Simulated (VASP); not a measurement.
# Ag2Pt: single point with PBE

Crystal: Ag2Pt.

```xyz
3
Lattice="0.0000 3.1370 3.1370 3.1370 0.0000 3.1370 3.1370 3.1370 0.0000" Properties=species:S:1:pos:R:3 pbc="T T T"
Ag    1.5685    1.5685    1.5685
Ag    4.7055    4.7055    4.7055
Pt    0.0000    0.0000    0.0000
```

```yaml
Program: VASP 6.6.1
Task: single point
Functional: PBE
Potentials_or_basis: VASP PAW PBE potentials, release 64 (Ag, Pt)
Cutoff: 520 eV
k_mesh: 12 × 12 × 12
Occupations: gaussian, width 0.1 eV
Spin: no spin polarisation
Dipole_correction: no
Further_INCAR_settings: ALGO = Normal; EDIFF = 1e-06; NBANDS = 23
```

```
Pressure               : -0.1 GPa
Band gap on the k mesh : zero (bands 16 and 17 overlap by 0.12 eV)
```

Levels at points of the mesh, in eV from the Fermi level:
```tsv
k point	band 12	band 13	band 14	band 15	band 16	band 17	band 18	band 19	band 20	band 21
(0.00, 0.00, 0.00)	-1.53	-1.53	-1.53	-0.66	-0.66	8.06	8.27	8.65	8.65	8.65
(0.50, 0.00, 0.00)	-1.95	-1.21	-1.21	-0.61	-0.61	0.08	6.09	6.09	8.04	8.14
(0.50, 0.50, 0.00)	-1.65	-1.46	-0.49	-0.49	-0.25	0.35	2.19	2.19	6.49	7.24
```

Wall time 39 s on 1 thread of Intel(R) Xeon(R) 6975P-C (Granite Rapids), on a shared host, peak memory 0.26 GiB.

Caveat: spin-orbit coupling is left out, which moves the levels of the heavy elements.
